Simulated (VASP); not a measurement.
# TiCo (Pm-3m) in VASP: electric field gradients with PBE

Aim: the electric field gradients of TiCo with PBE.

Program: VASP 6.6.1. These are calculated values, not measurements. Logs are shortened: lines on timing, memory, paths and dates and some standing lists are left out, and cuts for length are marked.

### 1 The cell of the first run

It takes space group Pm-3m (No. 221, cubic). The conventional cell has a = 2.986 Å, b = 2.986 Å, c = 2.986 Å, α = 90.00°, β = 90.00°, γ = 90.00°. Ti (site symmetry m-3m) has 8 Co at 2.59 Å and 6 Ti at 2.99 Å within 3.4 Å. Co (site symmetry m-3m) has 8 Ti at 2.59 Å and 6 Co at 2.99 Å within 3.4 Å.

### 2 Electric field gradients, PBE, collinear spin, ferromagnetic start

Input file INCAR:

```
SYSTEM = TiCo
  ALGO = Normal
  EDIFF = 1E-8
  ENCUT = 520
  GGA = PE
  GGA_COMPAT = .False.
  ISIF = 2
  ISMEAR = 0
  ISPIN = 2
  LASPH = .True.
  LCHARG = .False.
  LEFG = .True.
  LMAXMIX = 4
  LORBIT = 11
  LREAL = .False.
  LWAVE = .False.
  MAGMOM = 0 1.1
  NBANDS = 22
  NELM = 200
  PREC = Accurate
  SIGMA = 0.05
```

Input file KPOINTS:

```
k-points
0
Gamma
  16 16 16
  0 0 0
```

Input file POSCAR:

```
TiCo
1.0
    2.9861109900      0.0000000000      0.0000000000
    0.0000000000      2.9861109900      0.0000000000
    0.0000000000      0.0000000000      2.9861109900
Ti Co
1 1
Direct
    0.0000000000      0.0000000000      0.0000000000
    0.5000000000      0.5000000000      0.5000000000
```

Potentials or basis: VASP PAW PBE potentials, release 64 (Ti_sv, Co).

On the command line:

```
cat potpaw_PBE.64/Ti_sv/POTCAR potpaw_PBE.64/Co/POTCAR > POTCAR
mpirun -np 1 vasp_std > vasp.out
```

OUTCAR:

```text
SYSTEM = TiCo
   EDIFF = 1E-8
   ENCUT = 520
   GGA = PE
   ISIF = 2
   ISMEAR = 0
   ISPIN = 2
   LASPH = .True.
   LORBIT = 11
   LREAL = .False.
   NELM = 200
   PREC = Accurate

 ion  position               nearest neighbor table
   1  0.000  0.000  0.000-   2 2.59   2 2.59   2 2.59   2 2.59   2 2.59   2 2.59   2 2.59   2 2.59

   2  0.500  0.500  0.500-   1 2.59   1 2.59   1 2.59   1 2.59   1 2.59   1 2.59   1 2.59   1 2.59

  LATTYP: Found a simple cubic cell.
 ALAT       =     2.9861109900

  Lattice vectors:

 A1 = (   2.9861109900,   0.0000000000,   0.0000000000)
 A2 = (   0.0000000000,   2.9861109900,   0.0000000000)
 A3 = (   0.0000000000,   0.0000000000,   2.9861109900)

Analysis of symmetry for initial positions (statically):
=====================================================================
 Subroutine PRICEL returns:
 Original cell was already a primitive cell.

 Routine SETGRP: Setting up the symmetry group for a
 simple cubic supercell.

 Subroutine GETGRP returns: Found 48 space group operations
[... 9 lines left out ...]

 Routine SETGRP: Setting up the symmetry group for a
 simple cubic supercell.

 Subroutine GETGRP returns: Found 48 space group operations
 (whereof 48 operations were pure point group operations)
 out of a pool of 48 trial point group operations.

The dynamic configuration has the point symmetry O_h .

Analysis of structural, dynamic, and magnetic symmetry:
=====================================================================
 Subroutine PRICEL returns:
 Original cell was already a primitive cell.

 Routine SETGRP: Setting up the symmetry group for a
 simple cubic supercell.

 Subroutine GETGRP returns: Found 48 space group operations
 (whereof 48 operations were pure point group operations)
 out of a pool of 48 trial point group operations.

The overall configuration has the point symmetry O_h .

 Subroutine INISYM returns: Found 48 space group operations
[... 5 lines left out ...]
                                     Primitive cell

  volume of cell :      26.6267

  direct lattice vectors                    reciprocal lattice vectors
     2.986110990  0.000000000  0.000000000     0.334883735  0.000000000  0.000000000
     0.000000000  2.986110990  0.000000000     0.000000000  0.334883735  0.000000000
[... 149 lines left out ...]
      5       2.2423      1.00000
      6       5.7322      1.00000
[... 589 lines left out ...]
     21      26.6280      0.00000
     22      28.1858      0.00000

 [... further k-points ...]

 spin component 2

 k-point     1 :       0.0000    0.0000    0.0000
  band No.  band energies     occupation
      1     -47.2425      1.00000
      2     -23.3353      1.00000
      3     -23.3353      1.00000
      4     -23.3353      1.00000
      5       2.2350      1.00000
      6       6.4284      1.00000
[... 589 lines left out ...]
     21      26.6580      0.00000
     22      28.0911      0.00000

 [... further k-points ...]

------------------------ aborting loop because EDIFF is reached ----------------------------------------

  FORCE on cell =-STRESS in cart. coord.  units (eV):
  Direction    XX          YY          ZZ          XY          YZ          ZX
  --------------------------------------------------------------------------------------
  -------------------------------------------------------------------------------------
  Total       -0.0729501     -0.0729501     -0.0729501      0.0000000      0.0000000      0.0000000
  in kB       -4.3895367     -4.3895367     -4.3895367      0.0000000      0.0000000      0.0000000
  external PRESSURE =      -4.3895367 kB  Pullay stress =       0.0000000 kB

 VOLUME and BASIS-vectors are now :
 -----------------------------------------------------------------------------
  energy-cutoff  :      520.00
  volume of cell :       26.63
      direct lattice vectors                 reciprocal lattice vectors
     2.986110990  0.000000000  0.000000000     0.334883735  0.000000000  0.000000000
     0.000000000  2.986110990  0.000000000     0.000000000  0.334883735  0.000000000
     0.000000000  0.000000000  2.986110990     0.000000000  0.000000000  0.334883735

 POSITION                                       TOTAL-FORCE (eV/Angst)
 -----------------------------------------------------------------------------------
      0.00000      0.00000      0.00000         0.000000      0.000000      0.000000
      1.49306      1.49306      1.49306         0.000000      0.000000      0.000000
 -----------------------------------------------------------------------------------
    total drift:                                0.000000      0.000000     -0.000000

  FREE ENERGIE OF THE ION-ELECTRON SYSTEM (eV)
  ---------------------------------------------------
  free  energy   TOTEN  =       -15.6782998716 eV

  energy  without entropy=      -15.6769549533  energy(sigma->0) =      -15.67762741

 Electric field gradients (V/A^2)
---------------------------------------------------------------------
 ion       V_xx      V_yy      V_zz      V_xy      V_xz      V_yz
---------------------------------------------------------------------
   1      -0.000    -0.000     0.000    -0.000     0.000    -0.000
   2      -0.000    -0.000     0.000     0.000     0.000     0.000
---------------------------------------------------------------------

 Electric field gradients after diagonalization (V/A^2)
 (convention: |V_zz| > |V_xx| > |V_yy|)
----------------------------------------------------------------------
 ion       V_xx      V_yy      V_zz     asymmetry (V_yy - V_xx)/ V_zz
----------------------------------------------------------------------
   1      -0.000    -0.000     0.000       0.250
   2      -0.000     0.000    -0.000      -1.841
----------------------------------------------------------------------

           NMR quadrupolar parameters

 Cq : quadrupolar parameter    Cq=e*Q*V_zz/h
 eta: asymmetry parameters     (V_yy - V_xx)/ V_zz
 Q  : nuclear electric quadrupole moment in mb (millibarn)
----------------------------------------------------------------------
 ion       Cq(MHz)       eta       Q (mb)
----------------------------------------------------------------------
   1       0.000       0.250       1.000
   2      -0.000      -1.841       1.000
----------------------------------------------------------------------

 total charge

# of ion       s       p       d       tot
------------------------------------------
    1        2.248   6.181   1.856  10.284
    2        0.526   0.463   7.297   8.286
--------------------------------------------------
tot          2.774   6.644   9.153  18.571

 magnetization (x)

# of ion       s       p       d       tot
------------------------------------------
    1       -0.002  -0.013  -0.019  -0.034
    2        0.029  -0.004   0.952   0.977
--------------------------------------------------
tot          0.027  -0.017   0.933   0.943
```

OSZICAR:

```text
N       E                     dE             d eps       ncg     rms          rms(c)
DAV:   1     0.166549913215E+03    0.16655E+03   -0.95498E+03 14816   0.119E+03
DAV:   2    -0.740058799614E+01   -0.17395E+03   -0.16543E+03 14802   0.304E+02
DAV:   3    -0.176523911126E+02   -0.10252E+02   -0.10065E+02 18014   0.786E+01
[... 13 lines left out ...]
DAV:  17    -0.156782994897E+02   -0.20830E-05   -0.14712E-05 18398   0.326E-02    0.551E-03
DAV:  18    -0.156782996596E+02   -0.16989E-06   -0.50230E-07 17324   0.596E-03    0.542E-03
DAV:  19    -0.156782998139E+02   -0.15431E-06   -0.16813E-07 20966   0.349E-03    0.266E-03
DAV:  20    -0.156782998622E+02   -0.48288E-07   -0.87651E-08 17152   0.290E-03    0.348E-04
DAV:  21    -0.156782998716E+02   -0.93282E-08   -0.65203E-09  7800   0.604E-04
   1 F= -.15678300E+02 E0= -.15677627E+02  d E =-.134492E-02  mag=     0.8917
```

Wall time 4.9 min (1 thread of Intel Xeon 8259CL, shared host); peak memory 0.27 GiB.

Results:

```
Free energy                                           : -15.6783 eV
Pressure                                              : -0.4 GPa
Net moment                                            : 0.89 μB per cell
Site moments                                          : Ti -0.03; Co +0.98 μB
Valence electrons inside the program's atomic spheres : Ti 10.28; Co 8.29
```

Caveat: without QUAD_EFG the Cq values of the log hold for a quadrupole moment of 1 mb, not for the nuclei.
